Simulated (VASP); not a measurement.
Nb:

```xyz
1
Lattice="-1.6966 1.6966 1.6966 1.6966 -1.6966 1.6966 1.6966 1.6966 -1.6966" Properties=species:S:1:pos:R:3 pbc="T T T"
Nb    0.0000    0.0000    0.0000
```

| Property | Result |
| --- | --- |
| Program | VASP 6.6.1 |
| Task | relaxation of cell and atoms |
| Functional | PBE |
| Dispersion | TS |
| Potentials or basis | VASP PAW PBE potentials, release 64 (Nb_sv) |
| Cutoff | 440 eV |
| k mesh | 12 × 12 × 12 |
| Occupations | methfessel-paxton of order 2, width 0.1 eV |
| Spin | no spin polarisation |

At the start: pressure -27.7 GPa; volume 19.53 Å³/atom.

Q: How do energy, volume and symmetry change on relaxing?

A: Over 8 steps the energy falls by 266.9 meV/atom and the volume is 16.45 Å³/atom (-15.8 %); space group Im-3m (No. 229, to 0.1 Å) before and after.

The path:
| step | energy change (eV) | largest force (eV/Å) | pressure (GPa) | volume (Å³) |
| --- | --- | --- | --- | --- |
| 1 | 0.0000 | 0.0000 | -27.68 | 19.53 |
| 2 | 1.5592 | 0.0000 | 148.20 | 11.46 |
| 3 | -0.2686 | 0.0000 | -6.92 | 17.00 |
| 4 | -0.2746 | 0.0000 | -1.78 | 16.60 |
| 5 | -0.2735 | 0.0000 | -0.01 | 16.47 |
| 6 | -0.2671 | 0.0000 | -0.24 | 16.47 |
| 7 | -0.2662 | 0.0000 | 0.57 | 16.41 |
| 8 | -0.2669 | 0.0000 | -0.01 | 16.45 |

Final structure:
```
Nb
1.0
    -1.60210    1.60210    1.60210
     1.60210   -1.60210    1.60210
     1.60210    1.60210   -1.60210
Nb
1
Cartesian
  0.0000 0.0000 0.0000
```

Where two steps share one volume, the run began anew on that cell with a basis built for it.

Caveat: the volume moved by over 15 % at a fixed basis, so the end points are rough; the dispersion term is far too large for a dense solid, which distorts pressure and volume.
